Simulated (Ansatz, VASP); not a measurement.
## Cu3N: VASP beside Ansatz

The input POSCAR:

```
Cu3N
1.0
    3.8070000000      0.0000000000      0.0000000000
    0.0000000000      3.8070000000      0.0000000000
    0.0000000000      0.0000000000      3.8070000000
Cu N
3 1
Direct
    0.5000000000      0.0000000000      0.0000000000
    0.0000000000      0.5000000000      0.0000000000
    0.0000000000      0.0000000000      0.5000000000
    0.0000000000      0.0000000000      0.0000000000
```

Contents of INCAR.step1:

```
PREC     = Accurate       # precision mode
ENCUT    = 660            # plane-wave cutoff, eV
ISMEAR   = 0              # smearing method
SIGMA    = 0.01           # smearing width, eV
LREAL    = False          # projectors in reciprocal space
LASPH    = True           # aspherical terms in the spheres
NELM     = 120            # most SCF steps
NBANDS   = 27             # bands
GGA      = PE             # functional
ALGO     = Normal         # electronic algorithm
EDIFF    = 1E-5           # SCF threshold, eV
LWAVE    = True           # write WAVECAR
LCHARG   = False          # write CHGCAR
GGA_COMPAT= False
```

File INCAR.step2:

```
PREC     = Accurate       # precision mode
ENCUT    = 660            # plane-wave cutoff, eV
EDIFF    = 1E-6           # SCF threshold, eV
ISMEAR   = 0              # smearing method
SIGMA    = 0.01           # smearing width, eV
LREAL    = False          # projectors in reciprocal space
LASPH    = True           # aspherical terms in the spheres
NELM     = 120            # most SCF steps
ALGO     = Normal         # electronic algorithm
ISIF     = 2              # what is computed and relaxed
LWAVE    = False          # write WAVECAR
LCHARG   = True           # write CHGCAR
METAGGA  = R2SCAN         # meta-GGA
LMIXTAU  = True         
LELF     = True           # ELF
LVHAR    = True         
NBANDS   = 27             # bands
ISTART   = 1            
GGA_COMPAT= False
```

The input KPOINTS:

```
regular mesh
0
Gamma
  6 6 6
```

Input for Ansatz:

```yaml
crystal:
  lattice:
    - [3.807, 0.0, 0.0]
    - [0.0, 3.807, 0.0]
    - [0.0, 0.0, 3.807]
  atoms:
    - { symbol: Cu, position: [0.5, 0.0, 0.0] }
    - { symbol: Cu, position: [0.0, 0.5, 0.0] }
    - { symbol: Cu, position: [0.0, 0.0, 0.5] }
    - { symbol: "N", position: [0.0, 0.0, 0.0] }
kpoints:
  mp_grid:
    grid: [6, 6, 6]
hamiltonian:
  xc: r2scan
  pseudopotentials:
    kind: paw
scf:
  occupations:
    method: fixed
output:
  stress: true
```

Alike in both runs: task single point; functional r2SCAN; k mesh 6 × 6 × 6; no spin polarisation.

```csv
,VASP,Ansatz
version,VASP 6.6.1,Ansatz 0.2.0
potentials or method,"VASP PAW PBE potentials, release 64 (Cu, N)","plane waves, PAW"
plane-wave cutoff (eV),660,500
occupations,"gaussian, width 0.01 eV",fixed
valence electrons in the cell,38,62
```

```tsv
	VASP	Ansatz	Ansatz less VASP
pressure (GPa)	-1.2	-1.8	-0.61
```

VASP's potentials were made for PBE, not for r2SCAN. VASP's potentials hold 38 valence electrons a cell and Ansatz's 62, so a difference there can come from the potentials and not from the codes.
